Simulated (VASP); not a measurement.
Input of a VASP 6.6.1 run:

Contents of INCAR:

```
ALGO = Normal ; EDIFF = 1E-6
ENCUT = 600 ; GGA = PS
GGA_COMPAT = False ; ISIF = 2
ISMEAR = 0 ; IVDW = 12
LASPH = True ; LCHARG = False
LREAL = False ; LWAVE = False
NBANDS = 28 ; NELM = 120
PREC = Accurate ; SIGMA = 0.15
```

File KPOINTS:

```
k-points
0
Gamma
  14 14 12
```

The input POSCAR:

```
SnO
1.0
    3.5480738319      0.0000000000      0.0000000000
    0.0000000000      3.5480738319      0.0000000000
    0.0000000000      0.0000000000      5.1531550233
Sn O
2 2
Direct
    0.0000000000      0.5000000000      0.2532585894
    0.5000000000      0.0000000000      0.7467414106
    0.0000000000      0.0000000000      0.0000000000
    0.5000000000      0.5000000000      0.0000000000
```

Potentials or basis: VASP PAW PBE potentials, release 64 (Sn_d, O).

Command:

```console
$ cat potpaw_PBE.64/Sn_d/POTCAR potpaw_PBE.64/O/POTCAR > POTCAR
$ mpirun -np 1 vasp_std > vasp.out
```

(1) What does it give for the pressure?

(2) What does it give for the dispersion energy per atom?

## Answers

(1) 2.3 GPa.

(2) -0.234 eV.

Caveat: the PAW data sets were made with another functional, which shifts forces and pressure a little.
